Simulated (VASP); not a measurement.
Te: single point with PBEsol

Te:

```
CELL_PARAMETERS angstrom
2.37764 0.00000 0.00000
0.00000 2.37764 0.00000
0.00000 0.00000 2.37764
ATOMIC_POSITIONS crystal
Te 0.00000 0.00000 0.00000
```

This cell differs from its parent crystal: volume scaled by 0.43.

* Program: VASP 6.6.1
* Task: single point
* Functional: PBEsol
* Potentials or basis: VASP PAW PBE potentials, release 64 (Te)
* Cutoff: 520 eV
* k mesh: 13 × 13 × 13
* Occupations: fermi-dirac, width 0.08 eV
* Spin: no spin polarisation

| Property | Result |
| --- | --- |
| Pressure | 294.2 GPa |
| Band gap on the k mesh | zero (band 3 reaches 30.72 eV, above the bottom of band 4 at 20.05 eV) |

Levels at points of the mesh, in eV from the Fermi level:
| k point | band 1 | band 2 | band 3 | band 4 | band 5 | band 6 |
| --- | --- | --- | --- | --- | --- | --- |
| (0.00, 0.00, 0.00) | -24.26 | 2.38 | 2.38 | 2.38 | 6.21 | 6.21 |

Run time: 3.6 s on 1 thread of Intel(R) Xeon(R) 6975P-C (Granite Rapids), on a shared host, peak memory 0.12 GiB.

Caveat: the PAW data sets were made with another functional, which shifts forces and pressure a little; spin-orbit coupling is left out, which moves the levels of the heavy elements.
